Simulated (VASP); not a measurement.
# KMg2VF6: single point with r2SCAN

The system is KMg2VF6.

```
Mg K F V
1.0
     0.00000    4.01647    4.01647
     4.01647    0.00000    4.01647
     4.01647    4.01647    0.00000
Mg K F V
2 1 6 1
Direct
  0.25000 0.25000 0.25000
  0.75000 0.75000 0.75000
  0.50000 0.50000 0.50000
  0.78000 0.22000 0.22000
  0.22000 0.78000 0.22000
  0.22000 0.78000 0.78000
  0.78000 0.22000 0.78000
  0.22000 0.22000 0.78000
  0.78000 0.78000 0.22000
  0.00000 0.00000 0.00000
```

* Program: VASP 6.6.1
* Task: single point
* Functional: r2SCAN
* Potentials or basis: VASP PAW PBE potentials, release 64 (Mg, K_sv, F, V_sv)
* Cutoff: 520 eV
* k mesh: 4 × 4 × 4
* Occupations: fermi-dirac, width 0.1 eV
* Spin: no spin polarisation
* Dipole correction: no
* Further INCAR settings: ALGO = Normal; EDIFF = 1e-06; NBANDS = 45

The pressure is 27.2 GPa. The largest force is 1.749 eV/Å. The band gap on the k mesh is zero (filled and empty bands touch).

Forces on the atoms (eV/Å):
```
Mg   0.000  0.000  0.000
Mg   0.000  0.000  0.000
K    0.000  0.000  0.000
F    1.749  0.000  0.000
F    0.000  1.749  0.000
F   -1.749  0.000  0.000
F    0.000 -1.749  0.000
F    0.000  0.000  1.749
F    0.000  0.000 -1.749
V    0.000  0.000  0.000
```

Levels at points of the mesh, in eV from the Fermi level:
| k point | band 32 | band 33 | band 34 | band 35 | band 36 | band 37 |
| --- | --- | --- | --- | --- | --- | --- |
| (0.00, 0.00, 0.00) | -6.71 | -2.32 | -0.02 | -0.02 | -0.02 | 0.40 |
| (0.50, 0.00, 0.00) | -6.85 | -0.69 | -0.16 | 0.22 | 0.22 | 0.52 |
| (0.50, 0.50, 0.00) | -6.72 | -0.27 | -0.05 | 0.33 | 0.33 | 1.03 |

Wall time 6.5 min on 1 thread of Intel Xeon 6455B, on a shared host, peak memory 0.31 GiB.

Caveat: the cell stands under pressure; the PAW data sets were made with another functional, which shifts forces and pressure a little; the run has no spin polarisation, though such a crystal can be magnetic; semilocal functionals often make such compounds metallic where correlation or magnetic order opens a gap, which also shifts bond lengths. With open d or f shells a metallic result of r2SCAN can be an artefact of self-interaction; +U or a hybrid may open a gap.
